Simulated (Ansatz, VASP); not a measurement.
**InSb3 in VASP and in Ansatz**

The input INCAR:

```
PREC     = Accurate       # precision mode
ENCUT    = 520            # plane-wave cutoff, eV
EDIFF    = 1E-6           # SCF threshold, eV
ISMEAR   = 0              # smearing method
SIGMA    = 0.15           # smearing width, eV
LREAL    = F              # projectors in reciprocal space
LASPH    = T              # aspherical terms in the spheres
NELM     = 80             # most SCF steps
ALGO     = Normal         # electronic algorithm
ISIF     = 2              # what is computed and relaxed
LWAVE    = F              # write WAVECAR
LCHARG   = F              # write CHGCAR
GGA      = PS             # functional
IVDW     = 12             # dispersion correction
NBANDS   = 22             # bands
```

File KPOINTS:

```
Automatic mesh
0
Gamma
  12 12 12
```

POSCAR

```
InSb3
1.0
    0.0000000000      3.7122379296      3.5637484124
    3.7122379296      0.0000000000      3.5637484124
    3.7122379296      3.7122379296      0.0000000000
In Sb
1 3
Direct
    0.0000000000      0.0000000000      0.0000000000
    0.2500000000      0.2500000000      0.2500000000
    0.7500000000      0.7500000000      0.7500000000
    0.5000000000      0.5000000000      0.5000000000
```

Input for Ansatz:

```yaml
crystal:
  lattice:
    - [0.0, 3.7122379296, 3.5637484124]
    - [3.7122379296, 0.0, 3.5637484124]
    - [3.7122379296, 3.7122379296, 0.0]
  atoms:
    - { symbol: In, position: [0.0, 0.0, 0.0] }
    - { symbol: Sb, position: [0.25, 0.25, 0.25] }
    - { symbol: Sb, position: [0.75, 0.75, 0.75] }
    - { symbol: Sb, position: [0.5, 0.5, 0.5] }
basis:
  ecutwfc: 420
kpoints:
  mp_grid: { grid: [12, 12, 12] }
hamiltonian:
  xc: pbesol
  dispersion: d3bj
scf:
  occupations: { method: gaussian, width: 0.15 }
output:
  forces: true
  stress: true
  eigenvalues: true
```

Alike in both runs: task single point; functional PBEsol; dispersion D3(BJ); k mesh 12 × 12 × 12; occupations gaussian, width 0.15 eV; no spin polarisation.

|  | VASP | Ansatz |
| --- | --- | --- |
| version | VASP 6.6.1 | Ansatz 0.2.0 |
| potentials or method | VASP PAW PBE potentials, release 64 (In_d, Sb), cutoff 520 eV | scalar-relativistic, plane waves, PAW |
| valence electrons in the cell | 28 | 58 |

|  | VASP | Ansatz | Ansatz less VASP |
| --- | --- | --- | --- |
| gap on the k mesh at the Fermi level (eV) | none | none | - |
| pressure (GPa) | 0.4 | 0.3 | -0.03 |
| traceless stress, the component that is largest in VASP (GPa) | 0.46 | 0.45 | -0.002 |

VASP's potentials were made for PBE, not for PBEsol. A gap of «none» marks a metal or a gap that the smearing closes. VASP's potentials hold 28 valence electrons a cell and Ansatz's 58, so a difference there can come from the potentials and not from the codes.

Spin-orbit coupling is off throughout.
